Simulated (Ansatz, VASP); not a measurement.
MgZr2N in VASP and in Ansatz

INCAR

```
ALGO = Normal
EDIFF = 1E-7
ENCUT = 520
GGA = PE
ISIF = 2
ISMEAR = 0
ISPIN = 2
LASPH = True
LCHARG = False
LMAXMIX = 4
LORBIT = 11
LREAL = False
LWAVE = False
MAGMOM = 0 1 1 0
NBANDS = 28
NELM = 150
PREC = Accurate
SIGMA = 0.1
```

The input KPOINTS:

```
k-points
0
Gamma
  6 6 2
```

Contents of POSCAR:

```
MgZr2N
1.0
    3.2688268424      0.0000000000      0.0000000000
   -1.6344134212      2.8308870861      0.0000000000
    0.0000000000      0.0000000000     10.0907725803
Mg Zr N
1 2 1
Direct
    0.0000000000      0.0000000000      0.5000000000
    0.0000000000      0.0000000000      0.8131292615
    0.0000000000      0.0000000000      0.1868707385
    0.0000000000      0.0000000000      0.0000000000
```

Input for Ansatz:

```yaml
crystal:
  lattice:
    - [3.2688268424, 0.0, 0.0]
    - [-1.6344134212, 2.8308870861, 0.0]
    - [0.0, 0.0, 10.0907725803]
  atoms:
    - { symbol: Mg, position: [0.0, 0.0, 0.5] }
    - { symbol: Zr, position: [0.0, 0.0, 0.8131292615], spin: 1.0 }
    - { symbol: Zr, position: [0.0, 0.0, 0.1868707385], spin: 1.0 }
    - { symbol: "N", position: [0.0, 0.0, 0.0] }
basis:
  ecutwfc: 420
kpoints:
  mp_grid: { grid: [6, 6, 2] }
hamiltonian:
  xc: pbe
scf:
  occupations: { method: gaussian, width: 0.1 }
  lower_state_search: "off"
output:
  forces: true
  stress: true
  eigenvalues: true
  populations: true
magnetization:
  spin_polarized: true
```

Alike in both runs: task single point; functional PBE; k mesh 6 × 6 × 2; occupations gaussian, width 0.1 eV; collinear spin.

```csv
,VASP,Ansatz
version,VASP 6.6.1,Ansatz 0.2.0
potentials or method,"VASP PAW PBE potentials, release 64 (Mg, Zr_sv, N), cutoff 520 eV","scalar-relativistic, plane waves, PAW"
valence electrons in the cell,31,39
```

Ansatz gave:

```
gap on the k mesh at the Fermi level (eV)                     : none
pressure (GPa)                                                : 0.0
traceless stress, the component that is largest in VASP (GPa) : 0.01
rms of the force components (eV/Å)                            : 0.002
net moment per atom (μB)                                      : 0.00
```

Q: Which values does VASP return?

A: gap on the k mesh at the Fermi level (eV): none; pressure (GPa): 0.1; traceless stress, the component that is largest in VASP (GPa): 0.33; rms of the force components (eV/Å): 0.033; net moment per atom (μB): 0.00.

Atom by atom the forces differ by 0.031 eV/Å (rms over components). A gap of «none» marks a metal or a gap that the smearing closes. VASP's potentials hold 31 valence electrons a cell and Ansatz's 39, so a difference there can come from the potentials and not from the codes. Ansatz's warnings: seeded moment not kept.

The k mesh is coarse, so the values compare programs but aren't converged.
